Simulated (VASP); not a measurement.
A run of VASP 6.6.1:

INCAR

```
PREC = Accurate ; ENCUT = 520
EDIFF = 1E-6 ; ISMEAR = -1
SIGMA = 0.05 ; LREAL = F
LASPH = T ; NELM = 60
ALGO = Normal ; ISIF = 2
LWAVE = F ; LCHARG = T
GGA = PS ; LELF = T
LVHAR = T ; NBANDS = 19
```

File KPOINTS:

```
regular mesh
0
Gamma
  11 11 6
```

File POSCAR:

```
Zn
1.0
    2.6411728876      0.0000000000      0.0000000000
   -1.3205864438      2.2873228164      0.0000000000
    0.0000000000      0.0000000000      4.6439073768
Zn
2
Direct
    0.6666666667      0.3333333333      0.7500000000
    0.3333333333      0.6666666667      0.2500000000
```

Potentials or basis: VASP PAW PBE potentials, release 64 (Zn).

Launch:

```bash
$ cat potpaw_PBE.64/Zn/POTCAR > POTCAR
$ mpirun -np 1 vasp_std > vasp.out
```

Hardware: 1 thread of Intel(R) Xeon(R) 6975P-C (Granite Rapids) (shared host).

Task: Estimate the wall time of this run.

Result: It took 10 s on 1 thread of Intel(R) Xeon(R) 6975P-C (Granite Rapids) (shared host), peak memory 0.15 GiB. Counts: scf iterations 11, k points 64.
